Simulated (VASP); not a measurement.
**BaF2: single point with PBE**

Crystal: BaF2.

```
CELL_PARAMETERS angstrom
0.00000 3.10005 3.10005
3.10005 0.00000 3.10005
3.10005 3.10005 0.00000
ATOMIC_POSITIONS crystal
Ba 0.00000 0.00000 0.00000
F 0.25000 0.25000 0.25000
F 0.75000 0.75000 0.75000
```

```json
{
 "Program": "VASP 6.6.1",
 "Task": "single point",
 "Functional": "PBE",
 "Potentials or basis": "VASP PAW PBE potentials, release 64 (Ba_sv, F)",
 "Cutoff": "600 eV",
 "k mesh": "10 × 10 × 10",
 "Occupations": "gaussian, width 0.05 eV",
 "Spin": "no spin polarisation",
 "Dipole correction": "no",
 "Further INCAR settings": "ALGO = Normal; EDIFF = 1e-06; NBANDS = 19"
}
```

```
Pressure               : 2.3 GPa
Band gap on the k mesh : 6.76 eV (least direct gap 6.84 eV)
```

Levels at points of the mesh, in eV from the valence-band top:
| k point | band 9 | band 10 | band 11 | band 12 | band 13 | band 14 | band 15 | band 16 |
| --- | --- | --- | --- | --- | --- | --- | --- | --- |
| (0.00, 0.00, 0.00) | -1.50 | -0.08 | -0.08 | -0.08 | 6.76 | 9.18 | 9.18 | 11.39 |
| (0.50, 0.00, 0.00) | -0.67 | -0.35 | -0.17 | -0.17 | 9.10 | 9.17 | 9.17 | 9.79 |
| (0.50, 0.50, 0.00) | -0.36 | -0.33 | -0.33 | -0.13 | 7.24 | 9.00 | 10.66 | 11.94 |

Run time: 61 s on 1 thread of AMD EPYC 7R13 (shared host), peak memory 0.21 GiB.

Caveat: spin-orbit coupling is left out, which moves the levels of the heavy elements. A k mesh can miss the band edges.
